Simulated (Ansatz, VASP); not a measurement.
## ZrTi2C3: VASP beside Ansatz

```
Zr Ti C
1.0
    -1.70346    1.70346    7.22719
     1.70346   -1.70346    7.22719
     1.70346    1.70346   -7.22719
Zr Ti C
1 2 3
Direct
  0.00000 0.00000 0.00000
  0.66667 0.66667 0.00000
  0.33333 0.33333 0.00000
  0.83333 0.83333 0.00000
  0.50000 0.50000 0.00000
  0.16667 0.16667 0.00000
```

Alike in both runs: task single point; functional PBE; k mesh 8 × 8 × 8; occupations gaussian, width 0.1 eV; no spin polarisation.

|  | VASP | Ansatz |
| --- | --- | --- |
| version | VASP 6.6.1 | Ansatz 0.2.0 |
| potentials or method | VASP PAW PBE potentials, release 64 (Zr_sv, Ti_sv, C), cutoff 520 eV | scalar-relativistic, plane waves, PAW |
| valence electrons in the cell | 48 | 48 |

VASP gave:

| Item | Value |
| --- | --- |
| gap on the k mesh at the Fermi level (eV) | none |
| rms of the force components (eV/Å) | 0.203 |

Problem. What did Ansatz give for the same quantities?

Solution. gap on the k mesh at the Fermi level (eV): none; rms of the force components (eV/Å): 0.202.

Atom by atom the forces differ by 0.000 eV/Å (rms over components). A gap of «none» marks a metal or a gap that the smearing closes.
